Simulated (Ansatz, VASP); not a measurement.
## One calculation of Li2Se, two programs

Contents of POSCAR:

```
Li2Se
1.0
    0.0000000000      3.0425550000      3.0425550000
    3.0425550000      0.0000000000      3.0425550000
    3.0425550000      3.0425550000      0.0000000000
Li Se
2 1
Direct
    0.2500000000      0.2500000000      0.2500000000
    0.7500000000      0.7500000000      0.7500000000
    0.0000000000      0.0000000000      0.0000000000
```

The input INCAR.step1:

```
PREC     = Accurate       # precision mode
ENCUT    = 830            # plane-wave cutoff, eV
ISMEAR   = -1             # smearing method
SIGMA    = 0.1            # smearing width, eV
LREAL    = F              # projectors in reciprocal space
LASPH    = T              # aspherical terms in the spheres
NELM     = 120            # most SCF steps
NBANDS   = 13             # bands
GGA      = PE             # functional
ALGO     = Normal         # electronic algorithm
EDIFF    = 1E-5           # SCF threshold, eV
LWAVE    = T              # write WAVECAR
LCHARG   = F              # write CHGCAR
GGA_COMPAT= F
```

The input INCAR.step2:

```
PREC     = Accurate       # precision mode
ENCUT    = 830            # plane-wave cutoff, eV
EDIFF    = 1E-6           # SCF threshold, eV
ISMEAR   = -1             # smearing method
SIGMA    = 0.1            # smearing width, eV
LREAL    = F              # projectors in reciprocal space
LASPH    = T              # aspherical terms in the spheres
NELM     = 120            # most SCF steps
ALGO     = Normal         # electronic algorithm
ISIF     = 2              # what is computed and relaxed
LWAVE    = F              # write WAVECAR
LCHARG   = T              # write CHGCAR
METAGGA  = R2SCAN         # meta-GGA
LMIXTAU  = T            
LELF     = T              # ELF
LVHAR    = T            
NBANDS   = 13             # bands
ISTART   = 1            
GGA_COMPAT= F
```

File KPOINTS:

```
regular mesh
0
Gamma
  5 5 5
```

Input for Ansatz:

```yaml
crystal:
  lattice:
    - [0.0, 3.042555, 3.042555]
    - [3.042555, 0.0, 3.042555]
    - [3.042555, 3.042555, 0.0]
  atoms:
    - { symbol: Li, position: [0.25, 0.25, 0.25] }
    - { symbol: Li, position: [0.75, 0.75, 0.75] }
    - { symbol: Se, position: [0.0, 0.0, 0.0] }
  symmetry: { tolerance: 0.0003 }
kpoints:
  mp_grid: { grid: [5, 5, 5], shift: [0, 0, 0] }
magnetization:
  spin_polarized: false
scf:
  occupations: { method: fermi_dirac }
hamiltonian:
  pseudopotentials: { kind: paw }
  xc: r2scan
basis:
  ecutwfc: 500
output:
  forces: true
  stress: true
  eigenvalues: true
```

Alike in both runs: task single point; functional r2SCAN; k mesh 5 × 5 × 5; no spin polarisation.

|  | VASP | Ansatz |
| --- | --- | --- |
| version | VASP 6.6.1 | Ansatz 0.2.0 |
| potentials or method | VASP PAW PBE potentials, release 64 (Li_sv, Se), cutoff 830 eV | PAW plane waves |
| occupations | fermi-dirac, width 0.1 eV | fermi-dirac |
| valence electrons in the cell | 12 | 22 |

|  | VASP | Ansatz | Ansatz less VASP |
| --- | --- | --- | --- |
| gap on the k mesh at the Fermi level (eV) | 3.75 | 3.77 | +0.021 |
| pressure (GPa) | -1.8 | -1.6 | +0.18 |

VASP's potentials were made for PBE, not for r2SCAN. VASP's potentials hold 12 valence electrons a cell and Ansatz's 22, so a difference there can come from the potentials and not from the codes.
